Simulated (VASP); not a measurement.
# B (P6_3/mmc) in VASP: a series of runs

The runs below take B through single point, relaxation of cell and atoms, with r2SCAN.

Program: VASP 6.6.1. These are calculated values, not measurements. Logs are shortened: lines on timing, memory, paths and dates and some standing lists are left out, and cuts for length are marked.

## 1. The cell of the first run

Symmetry: P6_3/mmc, No. 194, hexagonal system. Conventional cell: a = 1.708 Å, b = 1.708 Å, c = 7.766 Å, α = 90.00°, β = 90.00°, γ = 120.00°. Within 2.3 Å of B (site symmetry -6m2) lie 6 B at 1.71 Å.

This isn't the form of B at room conditions, which is rhombohedral.

## 2. Single point, r2SCAN

The input, POSCAR:

```
B
1.0
    1.7079294386      0.0000000000      0.0000000000
   -0.8539647193      1.4791102817      0.0000000000
    0.0000000000      0.0000000000      7.7663970440
B
2
Direct
    0.3333333333      0.6666666667      0.2500000000
    0.6666666667      0.3333333333      0.7500000000
```

The input, INCAR.step1:

```
SYSTEM = B
PREC = Accurate
ENCUT = 520
ISMEAR = -1
SIGMA = 0.1
LREAL = .False.
LASPH = .True.
NELM = 100
NBANDS = 10
GGA = PE
ALGO = Normal
EDIFF = 1E-4
LWAVE = .True.
LCHARG = .False.
```

The input, INCAR.step2:

```
SYSTEM = B
PREC = Accurate
ENCUT = 520
EDIFF = 1E-6
ISMEAR = -1
SIGMA = 0.1
LREAL = .False.
LASPH = .True.
NELM = 100
ALGO = Normal
ISIF = 2
LWAVE = .False.
LCHARG = .False.
METAGGA = R2SCAN
LMIXTAU = .True.
NBANDS = 10
ISTART = 1
```

The input, KPOINTS:

```
Automatic mesh
0
Gamma
  17 17 9
  0 0 0
```

Potentials or basis: VASP PAW PBE potentials, release 64 (B).

The run is started by

```bash
> cat potpaw_PBE.64/B/POTCAR > POTCAR
> cp INCAR.step1 INCAR
> mpirun -np 1 vasp_std > vasp.out
> cp INCAR.step2 INCAR
> mpirun -np 1 vasp_std > vasp.out
```

OUTCAR:

```text
SYSTEM = B
   PREC = Accurate
   ENCUT = 520
   EDIFF = 1E-6
   ISMEAR = -1
   LREAL = .False.
   LASPH = .True.
   NELM = 100
   ISIF = 2
   METAGGA = R2SCAN
   ISTART = 1

 ion  position               nearest neighbor table
   1  0.333  0.667  0.250-
   2  0.667  0.333  0.750-

  LATTYP: Found a hexagonal cell.
 ALAT       =     1.7079294386
 C/A-ratio  =     4.5472587265

  Lattice vectors:

 A1 = (   1.7079294386,   0.0000000000,   0.0000000000)
 A2 = (  -0.8539647193,   1.4791102817,   0.0000000000)
 A3 = (   0.0000000000,   0.0000000000,   7.7663970440)

Analysis of symmetry for initial positions (statically):
=====================================================================
 Subroutine PRICEL returns:
 Original cell was already a primitive cell.

 Routine SETGRP: Setting up the symmetry group for a
 hexagonal supercell.

 Subroutine GETGRP returns: Found 24 space group operations
 (whereof 12 operations were pure point group operations)
 out of a pool of 24 trial point group operations.

The static configuration has the point symmetry D_3d.
 The point group associated with its full space group is D_6h.

Analysis of symmetry for dynamics (positions and initial velocities):
=====================================================================
 Subroutine PRICEL returns:
 Original cell was already a primitive cell.

 Routine SETGRP: Setting up the symmetry group for a
 hexagonal supercell.

 Subroutine GETGRP returns: Found 24 space group operations
 (whereof 12 operations were pure point group operations)
 out of a pool of 24 trial point group operations.

The dynamic configuration has the point symmetry D_3d.
 The point group associated with its full space group is D_6h.

 Subroutine INISYM returns: Found 24 space group operations
 (whereof 12 operations are pure point group operations),
 and found     1 'primitive' translations

----------------------------------------------------------------------------------------

                                     Primitive cell

  volume of cell :      19.6196

  direct lattice vectors                    reciprocal lattice vectors
     1.707929439  0.000000000  0.000000000     0.585504282  0.338041055  0.000000000
    -0.853964719  1.479110282  0.000000000     0.000000000  0.676082110  0.000000000
     0.000000000  0.000000000  7.766397044     0.000000000  0.000000000  0.128759835

  length of vectors
     1.707929439  1.707929439  7.766397044     0.676082110  0.676082110  0.128759835

[... 87 lines left out ...]
   ISYM   =      2    0-nonsym 1-usesym 2-fastsym
   POTIM  = 0.5000    time-step for ionic-motion
   TEBEG  =    0.0;   TEEND  =   0.0 temperature during run
   PSTRESS=    0.0 pullay stress
   NELECT =       6.0000    total number of electrons
   NUPDOWN=      -1.0000    fix difference up-down
   EMIN   =  10.00;   EMAX   =-10.00  energy-range for DOS
   EFERMI =   0.00;   METHOD = LEGACY
   ISMEAR =    -1;   SIGMA  =   0.10  broadening in eV -4-tet -1-fermi 0-gaus
   EFERMI_NEDOS =   21; number of points for ismear=-14 and -15
   IALGO  =     38    algorithm
   IMIX   =      4    mixing-type and parameters
     AMIX     =   0.40;   BMIX     =  1.00
     AMIX_MAG =   1.60;   BMIX_MAG =  1.00
  volume/ion in A,a.u.               =       9.81        66.20
  Fermi-wavevector in a.u.,A,eV,Ry     =   1.102965  2.084302 16.551932  1.216533
  Thomas-Fermi vector in A             =   2.239416
   LORBIT       =      0    0 simple, 1 ext, 2 COOP (PROOUT), +10 PAW based schemes
   METAGGA = R2SCAN    functional components
   LHFCALC =     F    Hartree Fock is set to
   AEXX    =    0.0000 exact exchange contribution
   IVDW    =     0    specifies the selected vdW correction
   LEPSILON=     F    determine dielectric tensor
   LRPA    =     F    only Hartree local field effects (RPA)
 non-spin polarized calculation
  energy-cutoff  :      520.00
  volume of cell :       19.62
 maximum number of plane-waves:       545
 NGX is ok and might be reduce to    14
   NGX =  7   NGY =  7   NGZ = 29

 number of electron       6.0000000 magnetization

 Free energy of the ion-electron system (eV)
  ---------------------------------------------------
  ext. energy  EPLUGINS =         0.00000000
  ---------------------------------------------------
  free energy    TOTEN  =       -13.19867423 eV

  energy without entropy =      -13.18206334  energy(sigma->0) =      -13.19036878

 E-fermi :   4.7496     XC(G=0): -10.3037

 val. band max:        4.6706538441   @ k =   0.2941   0.0588   0.0000
 cond. band min:       4.7929821231   @ k =   0.2353   0.1765   0.0000
 fundamental gap:      0.1223282790
 Fermi energy:         4.7496383414

 k-point     1 :       0.0000    0.0000    0.0000
  band No.  band energies     occupation
      1     -13.4339      2.00000
      2     -13.2408      2.00000
      3      -4.0509      2.00000
      4      -2.6736      2.00000
      5       6.9742      0.00000
      6      12.9069      0.00000
      7      16.8778      0.00000
      8      28.4648      0.00000
      9      31.3376      0.00000
     10      31.3394      0.00000
[... 287 lines left out ...]
 k-point    24 :       0.1765    0.1765    0.0000
  band No.  band energies     occupation
      1      -8.8966      2.00000
      2      -8.7715      2.00000
      3       2.4475      2.00000
      4       3.7537      1.99991
      5      12.2955      0.00000
      6      16.5878      0.00000
      7      16.6026      0.00000
      8      17.7994      0.00000
      9      18.9386      0.00000
     10      21.5678      0.00000

 [... further k-points ...]

------------------------ aborting loop because EDIFF is reached ----------------------------------------

  FORCE on cell =-STRESS in cart. coord.  units (eV):
  Direction    XX          YY          ZZ          XY          YZ          ZX
  --------------------------------------------------------------------------------------
  -------------------------------------------------------------------------------------
  Total        0.0253561      0.0253561     -0.0107131      0.0000000      0.0000000      0.0000000
  in kB        2.0706325      2.0706325     -0.8748582      0.0000000      0.0000000      0.0000000
  external PRESSURE =       1.0888023 kB  Pullay stress =       0.0000000 kB

 VOLUME and BASIS-vectors are now :
 -----------------------------------------------------------------------------
  energy-cutoff  :      520.00
  volume of cell :       19.62
      direct lattice vectors                 reciprocal lattice vectors
     1.707929439  0.000000000  0.000000000     0.585504282  0.338041055  0.000000000
    -0.853964719  1.479110282  0.000000000     0.000000000  0.676082110  0.000000000
     0.000000000  0.000000000  7.766397044     0.000000000  0.000000000  0.128759835

 POSITION                                       TOTAL-FORCE (eV/Angst)
 -----------------------------------------------------------------------------------
     -0.00000      0.98607      1.94160        -0.000000      0.000000      0.000000
      0.85396      0.49304      5.82480         0.000000     -0.000000      0.000000
 -----------------------------------------------------------------------------------
    total drift:                               -0.000000     -0.000000     -0.000000

  FREE ENERGIE OF THE ION-ELECTRON SYSTEM (eV)
  ---------------------------------------------------
  free  energy   TOTEN  =       -13.1986742260 eV

  energy  without entropy=      -13.1820633435  energy(sigma->0) =      -13.19036878
```

It took 66 s on 1 thread of Intel Xeon Platinum 8488C (Sapphire Rapids), shared host; peak memory 0.15 GiB.

Results:

```
Free energy            : -13.1987 eV
Pressure               : 0.1 GPa
Band gap on the k mesh : zero (bands 3 and 4 overlap by 11.37 eV)
```

Caveat: the PAW data sets were made with another functional, which shifts forces and pressure a little.

## 3. Relaxation of cell and atoms, r2SCAN

This run uses another cell than the first one, of 6.55 Å³/atom.

The input, POSCAR:

```
B
1.0
    2.1005919712      0.0000000000      0.0000000000
   -1.0502959856      1.8191660100      0.0000000000
    0.0000000000      0.0000000000      3.4302666889
B
2
Direct
    0.3333333333      0.6666666667      0.2500000000
    0.6666666667      0.3333333333      0.7500000000
```

The input, INCAR.step1:

```
PREC = Accurate
ENCUT = 600
ISMEAR = -1
SIGMA = 0.1
LREAL = False
LASPH = True
NELM = 60
GGA = PE
ALGO = Normal
EDIFF = 1E-4
LWAVE = True
LCHARG = False
```

The input, INCAR.step2:

```
PREC = Accurate
ENCUT = 600
EDIFF = 1E-6
ISMEAR = -1
SIGMA = 0.1
LREAL = False
LASPH = True
NELM = 60
ALGO = Normal
ISIF = 3
LWAVE = False
LCHARG = False
METAGGA = R2SCAN
LMIXTAU = True
IBRION = 2
NSW = 80
EDIFFG = -0.01
ISTART = 1
```

The input, KPOINTS:

```
Automatic mesh
0
Gamma
  17 17 9
```

Potentials or basis: VASP PAW PBE potentials, release 64 (B).

The run is started by

```bash
> cat potpaw_PBE.64/B/POTCAR > POTCAR
> cp INCAR.step1 INCAR
> mpirun -np 1 vasp_std > vasp.out
> cp INCAR.step2 INCAR
> mpirun -np 1 vasp_std > vasp.out
```

Wall time 17 min (1 thread of Intel Xeon Platinum 8488C (Sapphire Rapids), shared host); peak memory 0.13 GiB.

It converged, with:

| Item | Value |
| --- | --- |
| Free energy | -12.9977 eV |
| Relaxed volume | 7.84 Å³/atom |
| Relaxed cell | a = 1.709 Å, b = 1.709 Å, c = 6.203 Å, α = 90.00°, β = 90.00°, γ = 120.00° |
| Space group after relaxing (to 0.1 Å) | P6_3/mmc (No. 194) |
| Pressure after relaxing | 0.0 GPa |
| Band gap on the k mesh | zero (bands 3 and 4 overlap by 10.61 eV) |

Stress tensor (GPa, compression positive):
```
 0.12  0.00  0.00
 0.00  0.12  0.00
 0.00  0.00 -0.13
```

Final structure:
```
B
1.0
     1.70862    0.00000    0.00000
    -0.85431    1.47971    0.00000
     0.00000    0.00000    6.20306
B
2
Cartesian
  0.0000 0.9865 1.5508
  0.8543 0.4932 4.6523
```

Levels at points of the mesh, in eV from the Fermi level:
| k point | band 1 | band 2 | band 3 | band 4 | band 5 | band 6 | band 7 |
| --- | --- | --- | --- | --- | --- | --- | --- |
| (0.00, 0.00, 0.00) | -18.60 | -17.61 | -9.88 | -5.70 | 4.29 | 15.60 | 21.38 |

Caveat: the volume moved by over 15 % at a fixed basis, so the end points are rough; the PAW data sets were made with another functional, which shifts forces and pressure a little.
